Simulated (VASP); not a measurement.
Here is a VASP 6.6.1 calculation.

Contents of INCAR:

```
ALGO = Normal
EDIFF = 1E-7
ENCUT = 520
GGA = PE
ISIF = 2
ISMEAR = 0
LASPH = T
LCHARG = T
LELF = T
LREAL = F
LVHAR = T
LWAVE = F
NBANDS = 39
NELM = 60
PREC = Accurate
SIGMA = 0.01
```

Contents of KPOINTS:

```
k-points
0
Gamma
  8 8 6
```

Contents of POSCAR:

```
Hf2TeW2S
1.0
    4.6964821690      0.0000000000      0.0000000000
    0.0000000000      4.6964821690      0.0000000000
    0.0000000000      0.0000000000      5.6759739853
Hf Te W S
2 1 2 1
Direct
    0.5000000000      0.5000000000      0.0000000000
    0.0000000000      0.0000000000      0.5000000000
    0.0000000000      0.0000000000      0.0000000000
    0.5000000000      0.0000000000      0.6836166894
    0.0000000000      0.5000000000      0.3163833106
    0.5000000000      0.5000000000      0.5000000000
```

Potentials or basis: VASP PAW PBE potentials, release 64 (Hf_pv, Te, W_sv, S).

Run with:

```console
$ cat potpaw_PBE.64/Hf_pv/POTCAR potpaw_PBE.64/Te/POTCAR potpaw_PBE.64/W_sv/POTCAR potpaw_PBE.64/S/POTCAR > POTCAR
$ mpirun -np 1 vasp_std > vasp.out
```

(1) What does it give for the largest force?

(2) Predict the pressure.

(3) Predict the band gap on the k mesh.

Answers

(1) 0.045 eV/Å.

(2) -0.2 GPa.

(3) 0.04 eV, indirect (least direct gap 0.06 eV).

Caveat: spin-orbit coupling is left out, which moves the levels of the heavy elements.
